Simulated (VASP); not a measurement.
A run of VASP 6.6.1 is set up as follows.

File INCAR:

```
ALGO = Normal ; EDIFF = 1E-7
ENCUT = 520 ; GGA = PE
ISIF = 2 ; ISMEAR = 0
LASPH = True ; LCHARG = False
LREAL = False ; LWAVE = False
NBANDS = 14 ; NELM = 60
PREC = Accurate ; SIGMA = 0.02
```

KPOINTS

```
k-points
0
Gamma
  12 12 12
```

File POSCAR:

```
Br
1.0
    0.0000000000      3.4964134525      3.4964134525
    3.4964134525      0.0000000000      3.4964134525
    3.4964134525      3.4964134525      0.0000000000
Br
2
Direct
    0.0000000000      0.0000000000      0.0000000000
    0.2500000000      0.2500000000      0.2500000000
```

Potentials or basis: VASP PAW PBE potentials, release 64 (Br).

Command:

```sh
$ cat potpaw_PBE.64/Br/POTCAR > POTCAR
$ mpirun -np 1 vasp_std > vasp.out
```

(1) What does it give for the pressure?

(2) Estimate the band gap on the k mesh.

Answers

(1) 0.0 GPa.

(2) zero (bands 7 and 8 overlap by 1.21 eV).
